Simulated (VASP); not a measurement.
# Al2Cu in VASP: further runs

Al2Cu is run at these levels: r2SCAN; tasks: single point.

Everything below comes from runs of VASP 6.6.1. Logs are shortened: lines on timing, memory, paths and dates and some standing lists are left out, and cuts for length are marked.

## Step 1: The cell of the first run

The cell holds a slab with vacuum, 18 atoms: a = 4.055 Å, b = 5.734 Å, c = 25.137 Å, α = 90.00°, β = 90.00°, γ = 90.00°.

## Step 2: Single point, r2SCAN

Contents of POSCAR:

```
Al2Cu
1.0
    4.0547150336      0.0000000000      0.0000000000
    0.0000000000      5.7339750267      0.0000000000
    0.0000000000      0.0000000000     25.1367875840
Al Cu
12 6
Direct
    0.0000000000      0.2500000000      0.2983674813
    0.0000000000      0.7500000000      0.2983674813
    0.5000000000      0.7500000000      0.3790204888
    0.5000000000      0.2500000000      0.3790204888
    0.0000000000      0.2500000000      0.4596734963
    0.0000000000      0.7500000000      0.4596734963
    0.5000000000      0.7500000000      0.5403265037
    0.5000000000      0.2500000000      0.5403265037
    0.0000000000      0.2500000000      0.6209795112
    0.0000000000      0.7500000000      0.6209795112
    0.5000000000      0.7500000000      0.7016325187
    0.5000000000      0.2500000000      0.7016325187
    0.5000000000      0.0000000000      0.2983674813
    0.0000000000      0.5000000000      0.3790204888
    0.5000000000      0.0000000000      0.4596734963
    0.0000000000      0.5000000000      0.5403265037
    0.5000000000      0.0000000000      0.6209795112
    0.0000000000      0.5000000000      0.7016325187
```

Contents of INCAR.step1:

```
PREC     = Accurate       # precision mode
ENCUT    = 520            # plane-wave cutoff, eV
ISMEAR   = 0              # smearing method
SIGMA    = 0.1            # smearing width, eV
LREAL    = Auto         
LASPH    = T              # aspherical terms in the spheres
NELM     = 60             # most SCF steps
LDIPOL   = T            
IDIPOL   = 3            
DIPOL    = 0.5 0.5 0.500
NBANDS   = 66             # bands
GGA      = PE             # functional
ALGO     = Normal         # electronic algorithm
EDIFF    = 1E-4           # SCF threshold, eV
LWAVE    = T              # write WAVECAR
LCHARG   = F              # write CHGCAR
```

Contents of INCAR.step2:

```
PREC     = Accurate       # precision mode
ENCUT    = 520            # plane-wave cutoff, eV
EDIFF    = 1E-7           # SCF threshold, eV
ISMEAR   = 0              # smearing method
SIGMA    = 0.1            # smearing width, eV
LREAL    = Auto         
LASPH    = T              # aspherical terms in the spheres
NELM     = 60             # most SCF steps
ALGO     = Normal         # electronic algorithm
ISIF     = 2              # what is computed and relaxed
LWAVE    = F              # write WAVECAR
LCHARG   = F              # write CHGCAR
LDIPOL   = T            
IDIPOL   = 3            
DIPOL    = 0.5 0.5 0.500
METAGGA  = R2SCAN         # meta-GGA
LMIXTAU  = T            
NBANDS   = 66             # bands
ISTART   = 1
```

Contents of KPOINTS:

```
Automatic mesh
0
Gamma
  9 6 1
```

Potentials or basis: VASP PAW PBE potentials, release 64 (Al, Cu).

Run with:

```
> cat potpaw_PBE.64/Al/POTCAR potpaw_PBE.64/Cu/POTCAR > POTCAR
> cp INCAR.step1 INCAR
> mpirun -np 1 vasp_std > vasp.out
> cp INCAR.step2 INCAR
> mpirun -np 1 vasp_std > vasp.out
```

OUTCAR:

```text
PREC = Accurate
   ENCUT = 520
   EDIFF = 1E-7
   ISMEAR = 0
   LREAL = Auto
   LASPH = T
   NELM = 60
   ISIF = 2
   METAGGA = R2SCAN
   ISTART = 1

 ion  position               nearest neighbor table
   1  0.000  0.250  0.298-  13 2.48  13 2.48  14 2.48   2 2.87   2 2.87   4 2.87   4 2.87
   2  0.000  0.750  0.298-  13 2.48  13 2.48  14 2.48   1 2.87   1 2.87   3 2.87   3 2.87
   3  0.500  0.750  0.379-  14 2.48  14 2.48  15 2.48  13 2.48   4 2.87   4 2.87   6 2.87   6 2.87
                             2 2.87   2 2.87
   4  0.500  0.250  0.379-  14 2.48  14 2.48  15 2.48  13 2.48   3 2.87   3 2.87   5 2.87   5 2.87
                             1 2.87   1 2.87
   5  0.000  0.250  0.460-  16 2.48  15 2.48  15 2.48  14 2.48   6 2.87   6 2.87   8 2.87   8 2.87
                             4 2.87   4 2.87
   6  0.000  0.750  0.460-  16 2.48  15 2.48  15 2.48  14 2.48   5 2.87   5 2.87   7 2.87   7 2.87
                             3 2.87   3 2.87
   7  0.500  0.750  0.540-  15 2.48  16 2.48  16 2.48  17 2.48   8 2.87   8 2.87   6 2.87   6 2.87
                            10 2.87  10 2.87
   8  0.500  0.250  0.540-  15 2.48  16 2.48  16 2.48  17 2.48   7 2.87   7 2.87   5 2.87   5 2.87
                             9 2.87   9 2.87
   9  0.000  0.250  0.621-  17 2.48  17 2.48  16 2.48  18 2.48  10 2.87  10 2.87   8 2.87   8 2.87
                            12 2.87  12 2.87
  10  0.000  0.750  0.621-  17 2.48  17 2.48  16 2.48  18 2.48   9 2.87   9 2.87   7 2.87   7 2.87
                            11 2.87  11 2.87
  11  0.500  0.750  0.702-  18 2.48  18 2.48  17 2.48  12 2.87  12 2.87  10 2.87  10 2.87
  12  0.500  0.250  0.702-  18 2.48  18 2.48  17 2.48  11 2.87  11 2.87   9 2.87   9 2.87
  13  0.500  0.000  0.298-   1 2.48   2 2.48   1 2.48   2 2.48   3 2.48   4 2.48
  14  0.000  0.500  0.379-   3 2.48   4 2.48   3 2.48   4 2.48   5 2.48   6 2.48   1 2.48   2 2.48

  15  0.500  0.000  0.460-   7 2.48   8 2.48   5 2.48   6 2.48   5 2.48   6 2.48   3 2.48   4 2.48

  16  0.000  0.500  0.540-   5 2.48   6 2.48   7 2.48   8 2.48   7 2.48   8 2.48   9 2.48  10 2.48

  17  0.500  0.000  0.621-   9 2.48  10 2.48   9 2.48  10 2.48   7 2.48   8 2.48  11 2.48  12 2.48

  18  0.000  0.500  0.702-  11 2.48  12 2.48  11 2.48  12 2.48   9 2.48  10 2.48

  LATTYP: Found a simple orthorhombic cell.
 ALAT       =     4.0547150336
 B/A-ratio  =     1.4141499413
 C/A-ratio  =     6.1993968443

  Lattice vectors:

 A1 = (   4.0547150336,   0.0000000000,   0.0000000000)
 A2 = (   0.0000000000,   5.7339750267,   0.0000000000)
 A3 = (   0.0000000000,   0.0000000000,  25.1367875840)

Analysis of symmetry for initial positions (statically):
=====================================================================
 Subroutine PRICEL returns:
 Original cell was already a primitive cell.

 Routine SETGRP: Setting up the symmetry group for a
 simple orthorhombic supercell.
[... 167 lines left out ...]
     AMIX     =   0.40;   BMIX     =  1.00
     AMIX_MAG =   1.60;   BMIX_MAG =  1.00
  volume/ion in A,a.u.               =      32.47       219.10
  Fermi-wavevector in a.u.,A,eV,Ry     =   0.914884  1.728881 11.388261  0.837014
  Thomas-Fermi vector in A             =   2.039563
   LORBIT       =      0    0 simple, 1 ext, 2 COOP (PROOUT), +10 PAW based schemes
   METAGGA = R2SCAN    functional components
   LHFCALC =     F    Hartree Fock is set to
   AEXX    =    0.0000 exact exchange contribution
   IVDW    =     0    specifies the selected vdW correction
   LEPSILON=     F    determine dielectric tensor
   LRPA    =     F    only Hartree local field effects (RPA)
 non-spin polarized calculation
 Gauss-broadening in eV      SIGMA  =   0.10
  energy-cutoff  :      520.00
  volume of cell :      584.42
 maximum number of plane-waves:     15830
 NGX is ok and might be reduce to    30
   NGX = 15   NGY = 21   NGZ = 93

 dipolmoment           0.000000      0.000000      0.000000 electrons x Angstroem

 number of electron     101.9999905 magnetization

 dipolmoment           0.000000      0.000000     -0.000000 electrons x Angstroem

 Free energy of the ion-electron system (eV)
  ---------------------------------------------------
  ext. energy  EPLUGINS =         0.00000000
  ---------------------------------------------------
  free energy    TOTEN  =      -145.30430968 eV

  energy without entropy =     -145.27064287  energy(sigma->0) =     -145.28747628

 E-fermi :   1.0684     XC(G=0):  -6.1224

 val. band max:        1.0501715996   @ k =   0.0000   0.0000   0.0000
 cond. band min:       1.0958485128   @ k =   0.1111   0.5000   0.0000
 fundamental gap:      0.0456769132
 Fermi energy:         1.0684166820

 k-point     1 :       0.0000    0.0000    0.0000
  band No.  band energies     occupation
      1      -9.5095      2.00000
      2      -8.8121      2.00000
      3      -7.7428      2.00000
      4      -6.3868      2.00000
      5      -5.2175      2.00000
      6      -5.0744      2.00000
[... 1309 lines left out ...]
     62       4.6349      0.00000
     63       5.0685      0.00000
 [bands above 63 left out]

------------------------ aborting loop because EDIFF is reached ----------------------------------------

 vacuum level on the upper side and lower side of the slab       (xc-potential included)         0.011         0.011

  FORCE on cell =-STRESS in cart. coord.  units (eV):
  Direction    XX          YY          ZZ          XY          YZ          ZX
  --------------------------------------------------------------------------------------
  -------------------------------------------------------------------------------------
  Total       -4.4495749     -3.6635402     -0.6190215      0.0000000      0.0000000      0.0000000
  in kB      -12.1984092    -10.0435128     -1.6970334      0.0000000      0.0000000      0.0000000
  external PRESSURE =      -7.9796518 kB  Pullay stress =       0.0000000 kB

 VOLUME and BASIS-vectors are now :
 -----------------------------------------------------------------------------
  energy-cutoff  :      520.00
  volume of cell :      584.42
      direct lattice vectors                 reciprocal lattice vectors
     4.054715034  0.000000000  0.000000000     0.246626456  0.000000000  0.000000000
     0.000000000  5.733975027  0.000000000     0.000000000  0.174399085  0.000000000
     0.000000000  0.000000000 25.136787584     0.000000000  0.000000000  0.039782331

 POSITION                                       TOTAL-FORCE (eV/Angst)
 -----------------------------------------------------------------------------------
      0.00000      1.43349      7.50000         0.000000      0.051667      0.061418
      0.00000      4.30048      7.50000         0.000000     -0.051667      0.061418
      2.02736      4.30048      9.52736         0.000000      0.038114     -0.141733
      2.02736      1.43349      9.52736         0.000000     -0.038114     -0.141733
      0.00000      1.43349     11.55472         0.000000     -0.006325     -0.019232
      0.00000      4.30048     11.55472         0.000000      0.006325     -0.019232
[... 10 lines left out ...]
      2.02736      0.00000     15.60943         0.000000      0.000000      0.007541
      0.00000      2.86699     17.63679         0.000000      0.000000     -0.102699
 -----------------------------------------------------------------------------------
    total drift:                                0.000000      0.000000      0.000000

  FREE ENERGIE OF THE ION-ELECTRON SYSTEM (eV)
  ---------------------------------------------------
  free  energy   TOTEN  =      -145.3043096818 eV

  energy  without entropy=     -145.2706428750  energy(sigma->0) =     -145.28747628

 vacuum level on the upper side and lower side of the slab         5.703         5.703
```

OUTCAR.step1:

```text
PREC = Accurate
   ENCUT = 520
   ISMEAR = 0
   LREAL = Auto
   LASPH = T
   NELM = 60
   GGA = PE
   EDIFF = 1E-4

 ion  position               nearest neighbor table
[... 1617 lines left out ...]
      2.02736      0.00000     15.60943         0.000000      0.000000     -0.016031
      0.00000      2.86699     17.63679         0.000000      0.000000      0.106467
 -----------------------------------------------------------------------------------
    total drift:                                0.000000      0.000000      0.000000

  FREE ENERGIE OF THE ION-ELECTRON SYSTEM (eV)
  ---------------------------------------------------
  free  energy   TOTEN  =       -66.8137083347 eV

  energy  without entropy=      -66.7811985704  energy(sigma->0) =      -66.79745345

 vacuum level on the upper side and lower side of the slab         4.992         4.992
```

Run time: 61 min. Hardware: 1 thread of Intel Xeon 6975P-C (Granite Rapids), shared host; peak memory 0.94 GiB.

What came out:

```yaml
Free_energy: -145.3043 eV
Largest_force: 0.147 eV/Å
Band_gap_on_the_k_mesh: zero (bands 51 and 52 overlap by 2.29 eV)
```

Forces on the atoms (eV/Å):
```
Al   0.000  0.052  0.061
Al   0.000 -0.052  0.061
Al   0.000  0.038 -0.142
Al   0.000 -0.038 -0.142
Al   0.000 -0.006 -0.019
Al   0.000  0.006 -0.019
Al   0.000 -0.006  0.019
Al   0.000  0.006  0.019
Al   0.000  0.038  0.142
Al   0.000 -0.038  0.142
Al   0.000  0.052 -0.061
Al   0.000 -0.052 -0.061
Cu   0.000  0.000  0.103
Cu   0.000  0.000 -0.008
Cu   0.000  0.000  0.044
Cu   0.000  0.000 -0.044
Cu   0.000  0.000  0.008
Cu   0.000  0.000 -0.103
```

Caveat: the PAW data sets were made with another functional, which shifts forces and pressure a little.

(Part 1 of 2 ends here.)

The gap in the log of VASP goes by the Fermi energy; the results here count the filled bands.